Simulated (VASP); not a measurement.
# ZrB2 in VASP: further runs

ZrB2 is run at these levels: LDA; tasks: electric field gradients.

Program: VASP 6.6.1. These are calculated values, not measurements. Logs are shortened: lines on timing, memory, paths and dates and some standing lists are left out, and cuts for length are marked.

## (1) The cell of the first run

Symmetry: P6/mmm, No. 191, hexagonal system. The conventional cell has a = 3.197 Å, b = 3.197 Å, c = 3.520 Å, α = 90.00°, β = 90.00°, γ = 120.00°. Within 3.6 Å of Zr (site symmetry 6/mmm) lie 12 B at 2.55 Å and 8 Zr at 3.20 to 3.52 Å. Within 2.4 Å of B (site symmetry -6m2) lie 3 B at 1.85 Å.

## (2) Electric field gradients, LDA (equal xx and yy strain of +1 %)

INCAR reads:

```
SYSTEM = ZrB2
ALGO     = Normal         ! electronic algorithm
EDIFF    = 1E-8           ! SCF threshold, eV
ENCUT    = 520            ! plane-wave cutoff, eV
GGA      = CA             ! functional
ISIF     = 2              ! what is computed and relaxed
ISMEAR   = -1             ! smearing method
LASPH    = .TRUE.         ! aspherical terms in the spheres
LCHARG   = .FALSE.        ! write CHGCAR
LEFG     = .TRUE.       
LREAL    = .FALSE.        ! projectors in reciprocal space
LWAVE    = .FALSE.        ! write WAVECAR
NBANDS   = 16             ! bands
NELM     = 80             ! most SCF steps
PREC     = Accurate       ! precision mode
SIGMA    = 0.05           ! smearing width, eV
```

KPOINTS reads:

```
k-points
0
G
  12 12 9
  0 0 0
```

POSCAR reads:

```
ZrB2
1.0
    3.1966498238      0.0000000000      0.0000000000
   -1.5983249119      2.7683799544      0.0000000000
    0.0000000000      0.0000000000      3.5200000000
Zr B
1 2
Direct
    0.0000000000      0.0000000000      0.0000000000
    0.3333333333      0.6666666667      0.5000000000
    0.6666666667      0.3333333333      0.5000000000
```

Potentials or basis: VASP PAW LDA potentials, release 64 (Zr_sv, B).

The run is started by

```bash
> cat potpaw_LDA.64/Zr_sv/POTCAR potpaw_LDA.64/B/POTCAR > POTCAR
> mpirun -np 1 vasp_std > vasp.out
```

OUTCAR:

```text
SYSTEM = ZrB2
   EDIFF = 1E-8
   ENCUT = 520
   GGA = CA
   ISIF = 2
   ISMEAR = -1
   LASPH = .TRUE.
   LREAL = .FALSE.
   NELM = 80
   PREC = Accurate

 ion  position               nearest neighbor table
   1  0.000  0.000  0.000-   2 2.55   3 2.55   2 2.55   3 2.55   2 2.55   2 2.55   3 2.55   3 2.55
                             3 2.55   3 2.55   2 2.55   2 2.55
   2  0.333  0.667  0.500-   3 1.85   3 1.85   3 1.85   1 2.55   1 2.55   1 2.55   1 2.55   1 2.55
                             1 2.55
   3  0.667  0.333  0.500-   2 1.85   2 1.85   2 1.85   1 2.55   1 2.55   1 2.55   1 2.55   1 2.55
                             1 2.55

  LATTYP: Found a hexagonal cell.
 ALAT       =     3.1966498238
 C/A-ratio  =     1.1011528300

  Lattice vectors:

 A1 = (   3.1966498238,   0.0000000000,   0.0000000000)
 A2 = (  -1.5983249119,   2.7683799544,   0.0000000000)
 A3 = (   0.0000000000,   0.0000000000,   3.5200000000)

Analysis of symmetry for initial positions (statically):
=====================================================================
 Subroutine PRICEL returns:
 Original cell was already a primitive cell.

 Routine SETGRP: Setting up the symmetry group for a
 hexagonal supercell.

 Subroutine GETGRP returns: Found 24 space group operations
 (whereof 24 operations were pure point group operations)
 out of a pool of 24 trial point group operations.

The static configuration has the point symmetry D_6h.

Analysis of symmetry for dynamics (positions and initial velocities):
=====================================================================
 Subroutine PRICEL returns:
 Original cell was already a primitive cell.

 Routine SETGRP: Setting up the symmetry group for a
 hexagonal supercell.

 Subroutine GETGRP returns: Found 24 space group operations
 (whereof 24 operations were pure point group operations)
 out of a pool of 24 trial point group operations.

The dynamic configuration has the point symmetry D_6h.

 Subroutine INISYM returns: Found 24 space group operations
 (whereof 24 operations are pure point group operations),
 and found     1 'primitive' translations

----------------------------------------------------------------------------------------

                                     Primitive cell

  volume of cell :      31.1504

  direct lattice vectors                    reciprocal lattice vectors
     3.196649824  0.000000000  0.000000000     0.312827509  0.180611046  0.000000000
    -1.598324912  2.768379954  0.000000000     0.000000000  0.361222093  0.000000000
     0.000000000  0.000000000  3.520000000     0.000000000  0.000000000  0.284090909

  length of vectors
     3.196649824  3.196649824  3.520000000     0.361222093  0.361222093  0.284090909

  position of ions in fractional coordinates (direct lattice)
     0.000000000  0.000000000  0.000000000
     0.333333333  0.666666667  0.500000000
     0.666666667  0.333333333  0.500000000

  ion indices of the primitive-cell ions
   primitive index   ion index
                 1           1
                 2           2
                 3           3

----------------------------------------------------------------------------------------

 KPOINTS: k-points

Automatic generation of k-mesh.
 Grid dimensions read from file:
 generate k-points for:   12   12    9

 Generating k-lattice:

  Cartesian coordinates                     Fractional coordinates (reciprocal lattice)
[... 20 lines left out ...]
  0.250000  0.000000  0.000000      6.000000
  0.333333  0.000000  0.000000      6.000000
  0.416667  0.000000  0.000000      6.000000
[... 16 lines left out ...]
  0.250000  0.000000  0.111111     12.000000
  0.333333  0.000000  0.111111     12.000000
 [... further k-points ...]
   k-points           NKPTS =     95   k-points in BZ     NKDIM =     95   number of bands    NBANDS=     16
   number of dos      NEDOS =    301   number of ions     NIONS =      3
   total plane-waves  NPLWV =  16128
   dimension x,y,z NGX =    24 NGY =   24 NGZ =   28
   dimension x,y,z NGXF=    48 NGYF=   48 NGZF=   56
   ions per type =               1   2
   NGX,Y,Z   is equivalent  to a cutoff of  12.48, 12.48, 13.22 a.u.
   NGXF,Y,Z  is equivalent  to a cutoff of  24.96, 24.96, 26.45 a.u.
 SYSTEM =  ZrB2
   PREC   = accura    normal or accurate (medium, high low for compatibility)
   ISTART =      0    job   : 0-new  1-cont  2-samecut
   ICHARG =      2    charge: 1-file 2-atom 10-const
   ISPIN  =      1    spin polarized calculation?
   LNONCOLLINEAR =      F non collinear calculations
   LSORBIT =      F    spin-orbit coupling
   LASPH  =      T    aspherical Exc in radial PAW
   ENCUT  =  520.0 eV  38.22 Ry    6.18 a.u.   5.94  5.94  6.54*2*pi/ulx,y,z
   NELM   =     80;   NELMIN=  2; NELMDL= -5     # of ELM steps
   EDIFF  = 0.1E-07   stopping-criterion for ELM
   LREAL  =      F    real-space projection
   EDIFFG = 0.1E-06   stopping-criterion for IOM
   NSW    =      0    number of steps for IOM
   IBRION =     -1    ionic relax: 0-MD 1-quasi-New 2-CG
   NFREE  =      0    steps in history (QN), initial steepest desc. (CG)
   ISIF   =      2    stress and relaxation
   ISYM   =      2    0-nonsym 1-usesym 2-fastsym
   POTIM  = 0.5000    time-step for ionic-motion
   TEBEG  =    0.0;   TEEND  =   0.0 temperature during run
   PSTRESS=    0.0 pullay stress
   NELECT =      18.0000    total number of electrons
   NUPDOWN=      -1.0000    fix difference up-down
   EMIN   =  10.00;   EMAX   =-10.00  energy-range for DOS
   EFERMI =   0.00;   METHOD = LEGACY
   ISMEAR =    -1;   SIGMA  =   0.05  broadening in eV -4-tet -1-fermi 0-gaus
   EFERMI_NEDOS =   21; number of points for ismear=-14 and -15
   IALGO  =     38    algorithm
   IMIX   =      4    mixing-type and parameters
     AMIX     =   0.40;   BMIX     =  1.00
     AMIX_MAG =   1.60;   BMIX_MAG =  1.00
  volume/ion in A,a.u.               =      10.38        70.07
  Fermi-wavevector in a.u.,A,eV,Ry     =   1.363571  2.576776 25.297676  1.859327
  Thomas-Fermi vector in A             =   2.489963
   LORBIT       =      0    0 simple, 1 ext, 2 COOP (PROOUT), +10 PAW based schemes
   GGA     = CA    functional components
   LHFCALC =     F    Hartree Fock is set to
   AEXX    =    0.0000 exact exchange contribution
   IVDW    =     0    specifies the selected vdW correction
   LEPSILON=     F    determine dielectric tensor
   LRPA    =     F    only Hartree local field effects (RPA)
 non-spin polarized calculation
  energy-cutoff  :      520.00
  volume of cell :       31.15
 maximum number of plane-waves:       855
 NGX is ok and might be reduce to    24
   NGX = 11   NGY = 11   NGZ = 13

 number of electron      18.0000000 magnetization

 Free energy of the ion-electron system (eV)
  ---------------------------------------------------
  ext. energy  EPLUGINS =         0.00000000
  ---------------------------------------------------
  free energy    TOTEN  =       -27.42952273 eV

  energy without entropy =      -27.42745100  energy(sigma->0) =      -27.42848687

 E-fermi :  10.3879     XC(G=0): -12.5277

 val. band max:       10.2100160829   @ k =   0.0833   0.0833   0.3333
 cond. band min:      10.3958979754   @ k =   0.1667   0.1667   0.1111
 fundamental gap:      0.1858818925
 Fermi energy:        10.3878715546

 k-point     1 :       0.0000    0.0000    0.0000
  band No.  band energies     occupation
      1     -38.0544      2.00000
      2     -16.3821      2.00000
      3     -15.8622      2.00000
      4     -15.8622      2.00000
      5      -2.1701      2.00000
      6       7.6367      2.00000
[... 433 lines left out ...]
      3     -16.2992      2.00000
      4     -16.0108      2.00000
      5      -0.1477      2.00000
      6       3.9478      2.00000
[... 8 lines left out ...]
     15      17.8508      0.00000
     16      20.7238      0.00000

 [... further k-points ...]

------------------------ aborting loop because EDIFF is reached ----------------------------------------

  FORCE on cell =-STRESS in cart. coord.  units (eV):
  Direction    XX          YY          ZZ          XY          YZ          ZX
  --------------------------------------------------------------------------------------
  -------------------------------------------------------------------------------------
  Total       -2.5415256     -2.5415256     -1.5785275      0.0000000      0.0000000      0.0000000
  in kB     -130.7198825   -130.7198825    -81.1893938      0.0000000      0.0000000      0.0000000
  external PRESSURE =    -114.2097196 kB  Pullay stress =       0.0000000 kB

 VOLUME and BASIS-vectors are now :
 -----------------------------------------------------------------------------
  energy-cutoff  :      520.00
  volume of cell :       31.15
      direct lattice vectors                 reciprocal lattice vectors
     3.196649824  0.000000000  0.000000000     0.312827509  0.180611046  0.000000000
    -1.598324912  2.768379954  0.000000000     0.000000000  0.361222093  0.000000000
     0.000000000  0.000000000  3.520000000     0.000000000  0.000000000  0.284090909

 POSITION                                       TOTAL-FORCE (eV/Angst)
 -----------------------------------------------------------------------------------
      0.00000      0.00000      0.00000        -0.000000     -0.000000      0.000000
     -0.00000      1.84559      1.76000         0.000000      0.000000      0.000000
      1.59832      0.92279      1.76000        -0.000000      0.000000     -0.000000
 -----------------------------------------------------------------------------------
    total drift:                               -0.000000      0.000000      0.000000

  FREE ENERGIE OF THE ION-ELECTRON SYSTEM (eV)
  ---------------------------------------------------
  free  energy   TOTEN  =       -27.4295227299 eV

  energy  without entropy=      -27.4274510008  energy(sigma->0) =      -27.42848687

 Electric field gradients (V/A^2)
---------------------------------------------------------------------
 ion       V_xx      V_yy      V_zz      V_xy      V_xz      V_yz
---------------------------------------------------------------------
   1     -21.517   -21.517    43.033    -0.000     0.000    -0.000
   2      -0.603    -0.603     1.207    -0.000     0.000     0.000
   3      -0.603    -0.603     1.207    -0.000     0.000    -0.000
---------------------------------------------------------------------

 Electric field gradients after diagonalization (V/A^2)
 (convention: |V_zz| > |V_xx| > |V_yy|)
----------------------------------------------------------------------
 ion       V_xx      V_yy      V_zz     asymmetry (V_yy - V_xx)/ V_zz
----------------------------------------------------------------------
   1     -21.517   -21.517    43.033       0.000
   2      -0.603    -0.603     1.207       0.000
   3      -0.603    -0.603     1.207       0.000
----------------------------------------------------------------------

           NMR quadrupolar parameters

 Cq : quadrupolar parameter    Cq=e*Q*V_zz/h
 eta: asymmetry parameters     (V_yy - V_xx)/ V_zz
 Q  : nuclear electric quadrupole moment in mb (millibarn)
----------------------------------------------------------------------
 ion       Cq(MHz)       eta       Q (mb)
----------------------------------------------------------------------
   1       0.104       0.000       1.000
   2       0.003       0.000       1.000
   3       0.003       0.000       1.000
----------------------------------------------------------------------
```

It took 19 s on 1 thread of Intel Xeon Platinum 8488C (Sapphire Rapids), shared host; peak memory 0.16 GiB.

Results:

```
Free energy                             : -27.4295 eV
Pressure                                : -11.4 GPa
Band gap on the k mesh                  : zero (bands 9 and 10 overlap by 1.12 eV)
Largest electric field gradient by atom : Zr +43.0; B +1.2 V/Å²
```

Stress tensor (GPa, compression positive):
```
-13.07   0.00   0.00
  0.00 -13.07   0.00
  0.00   0.00  -8.12
```

Levels at points of the mesh, in eV from the Fermi level:
| k point | band 7 | band 8 | band 9 | band 10 | band 11 | band 12 |
| --- | --- | --- | --- | --- | --- | --- |
| (0.00, 0.00, 0.00) | -2.75 | -2.60 | -2.28 | 3.23 | 3.23 | 4.10 |
| (0.50, 0.00, 0.00) | -3.84 | -3.11 | -2.73 | 2.19 | 2.19 | 4.67 |

Electric field gradients, principal values (V/Å²):
| atom | least | middle | greatest (by size) |
| --- | --- | --- | --- |
| 1 Zr | -21.517 | -21.517 | 43.033 |
| 2 B | -0.603 | -0.603 | 1.207 |
| 3 B | -0.603 | -0.603 | 1.207 |

Caveat: the cell differs from its parent crystal (equal xx and yy strain of +1 %); the cell stands under tension; without QUAD_EFG the Cq values of the log hold for a quadrupole moment of 1 mb, not for the nuclei.

## (3) Electric field gradients, LDA (equal xx and yy strain of +1 %)

INCAR reads:

```
PREC     = Accurate       # precision mode
ENCUT    = 520            # plane-wave cutoff, eV
EDIFF    = 1E-8           # SCF threshold, eV
ISMEAR   = -1             # smearing method
SIGMA    = 0.05           # smearing width, eV
LREAL    = False          # projectors in reciprocal space
LASPH    = True           # aspherical terms in the spheres
NELM     = 60             # most SCF steps
ALGO     = Normal         # electronic algorithm
ISIF     = 2              # what is computed and relaxed
LWAVE    = False          # write WAVECAR
LCHARG   = False          # write CHGCAR
LEFG     = True         
NBANDS   = 16             # bands
```

KPOINTS reads:

```
Automatic mesh
0
Gamma
  12 12 9
```

POSCAR is that of step 2.

Potentials or basis: VASP PAW LDA potentials, release 64 (Zr_sv, B).

The run is started by

```bash
> cat potpaw_LDA.64/Zr_sv/POTCAR potpaw_LDA.64/B/POTCAR > POTCAR
> mpirun -np 1 vasp_std > vasp.out
```

OUTCAR:

```text
PREC = Accurate
   ENCUT = 520
   EDIFF = 1E-8
   ISMEAR = -1
   LREAL = False
   LASPH = True
   NELM = 60
   ISIF = 2

 ion  position               nearest neighbor table
   1  0.000  0.000  0.000-   2 2.55   3 2.55   2 2.55   3 2.55   2 2.55   2 2.55   3 2.55   3 2.55
                             3 2.55   3 2.55   2 2.55   2 2.55
   2  0.333  0.667  0.500-   3 1.85   3 1.85   3 1.85   1 2.55   1 2.55   1 2.55   1 2.55   1 2.55
                             1 2.55
   3  0.667  0.333  0.500-   2 1.85   2 1.85   2 1.85   1 2.55   1 2.55   1 2.55   1 2.55   1 2.55
                             1 2.55

  LATTYP: Found a hexagonal cell.
 ALAT       =     3.1966498238
 C/A-ratio  =     1.1011528300

  Lattice vectors:

 A1 = (   3.1966498238,   0.0000000000,   0.0000000000)
 A2 = (  -1.5983249119,   2.7683799544,   0.0000000000)
 A3 = (   0.0000000000,   0.0000000000,   3.5200000000)

Analysis of symmetry for initial positions (statically):
[... 657 lines left out ...]
     0.000000000  0.000000000  3.520000000     0.000000000  0.000000000  0.284090909

 POSITION                                       TOTAL-FORCE (eV/Angst)
 -----------------------------------------------------------------------------------
      0.00000      0.00000      0.00000        -0.000000     -0.000000      0.000000
     -0.00000      1.84559      1.76000         0.000000      0.000000      0.000000
      1.59832      0.92279      1.76000        -0.000000      0.000000     -0.000000
 -----------------------------------------------------------------------------------
    total drift:                               -0.000000      0.000000      0.000000

  FREE ENERGIE OF THE ION-ELECTRON SYSTEM (eV)
  ---------------------------------------------------
  free  energy   TOTEN  =       -27.4295227299 eV

  energy  without entropy=      -27.4274510008  energy(sigma->0) =      -27.42848687

 Electric field gradients (V/A^2)
---------------------------------------------------------------------
 ion       V_xx      V_yy      V_zz      V_xy      V_xz      V_yz
---------------------------------------------------------------------
   1     -21.517   -21.517    43.033    -0.000     0.000    -0.000
   2      -0.603    -0.603     1.207    -0.000     0.000     0.000
   3      -0.603    -0.603     1.207    -0.000     0.000    -0.000
---------------------------------------------------------------------

 Electric field gradients after diagonalization (V/A^2)
 (convention: |V_zz| > |V_xx| > |V_yy|)
----------------------------------------------------------------------
 ion       V_xx      V_yy      V_zz     asymmetry (V_yy - V_xx)/ V_zz
----------------------------------------------------------------------
   1     -21.517   -21.517    43.033       0.000
   2      -0.603    -0.603     1.207       0.000
   3      -0.603    -0.603     1.207       0.000
----------------------------------------------------------------------

           NMR quadrupolar parameters

 Cq : quadrupolar parameter    Cq=e*Q*V_zz/h
 eta: asymmetry parameters     (V_yy - V_xx)/ V_zz
 Q  : nuclear electric quadrupole moment in mb (millibarn)
----------------------------------------------------------------------
 ion       Cq(MHz)       eta       Q (mb)
----------------------------------------------------------------------
   1       0.104       0.000       1.000
   2       0.003       0.000       1.000
   3       0.003       0.000       1.000
----------------------------------------------------------------------
```

OSZICAR:

```text
N       E                     dE             d eps       ncg     rms          rms(c)
DAV:   1     0.100778696645E+03    0.10078E+03   -0.95763E+03  3040   0.112E+03
DAV:   2    -0.260162869475E+02   -0.12679E+03   -0.12164E+03  4016   0.291E+02
DAV:   3    -0.300760681368E+02   -0.40598E+01   -0.40437E+01  4608   0.450E+01
DAV:   4    -0.301396106971E+02   -0.63543E-01   -0.63527E-01  3800   0.502E+00
DAV:   5    -0.301414243873E+02   -0.18137E-02   -0.18137E-02  4480   0.533E-01    0.212E+01
DAV:   6    -0.274848815374E+02    0.26565E+01   -0.60193E+00  3960   0.161E+01    0.839E+00
DAV:   7    -0.274349852846E+02    0.49896E-01   -0.60714E-01  4200   0.476E+00    0.319E+00
DAV:   8    -0.274342450751E+02    0.74021E-03   -0.99538E-02  3688   0.252E+00    0.387E-01
DAV:   9    -0.274298038216E+02    0.44413E-02   -0.20948E-02  3808   0.108E+00    0.177E-01
DAV:  10    -0.274295181288E+02    0.28569E-03   -0.14903E-03  3656   0.344E-01    0.401E-02
DAV:  11    -0.274295240750E+02   -0.59462E-05   -0.56123E-05  4072   0.690E-02    0.973E-03
DAV:  12    -0.274295229501E+02    0.11249E-05   -0.27230E-06  3824   0.138E-02    0.600E-03
DAV:  13    -0.274295227234E+02    0.22674E-06   -0.46651E-07  4728   0.588E-03    0.124E-03
DAV:  14    -0.274295227299E+02   -0.64963E-08   -0.22657E-08  3216   0.137E-03
   1 F= -.27429523E+02 E0= -.27428487E+02  d E =-.207173E-02
```

It took 20 s on 1 thread of Intel Xeon Platinum 8488C (Sapphire Rapids), shared host; peak memory 0.16 GiB.

What came out:

```
Free energy                             : -27.4295 eV
Pressure                                : -11.4 GPa
Band gap on the k mesh                  : zero (bands 9 and 10 overlap by 1.12 eV)
Largest electric field gradient by atom : Zr +43.0; B +1.2 V/Å²
```

Electric field gradients, principal values (V/Å²):
| atom | least | middle | greatest (by size) |
| --- | --- | --- | --- |
| 1 Zr | -21.517 | -21.517 | 43.033 |
| 2 B | -0.603 | -0.603 | 1.207 |
| 3 B | -0.603 | -0.603 | 1.207 |

Caveat: the cell differs from its parent crystal (equal xx and yy strain of +1 %); the cell stands under tension; without QUAD_EFG the Cq values of the log hold for a quadrupole moment of 1 mb, not for the nuclei.

(Continued in part 2 of 3.)
